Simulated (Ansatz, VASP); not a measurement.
**Ge in VASP and in Ansatz**

```
CELL_PARAMETERS angstrom
0.00000 2.79047 2.79047
2.79047 0.00000 2.79047
2.79047 2.79047 0.00000
ATOMIC_POSITIONS crystal
Ge 0.50493 0.49507 0.49507
Ge 0.74507 0.75493 0.75493
```

Change from the starting cell: mode 4 frozen in at -0.028 Å, equal normal strain along x, y and z -0.0167.

Alike in both runs: task single point; functional PBEsol; k mesh 14 × 14 × 14; occupations gaussian, width 0.15 eV; no spin polarisation.

|  | VASP | Ansatz |
| --- | --- | --- |
| version | VASP 6.6.1 | Ansatz 0.2.0 |
| potentials or method | VASP PAW PBE potentials, release 64 (Ge_d), cutoff 520 eV | scalar-relativistic, plane waves, PAW |
| valence electrons in the cell | 28 | 28 |

```csv
,VASP,Ansatz,Ansatz less VASP
gap on the k mesh at the Fermi level (eV),none,none,-
pressure (GPa),3.9,4.0,+0.10
"traceless stress, the component that is largest in VASP (GPa)",-2.08,-2.10,-0.015
rms of the force components (eV/Å),0.386,0.387,+0.0004
```

VASP's potentials were made for PBE, not for PBEsol, and Ansatz warns of the same on its side. Atom by atom the forces differ by 0.000 eV/Å (rms over components). A gap of «none» marks a metal or a gap that the smearing closes.
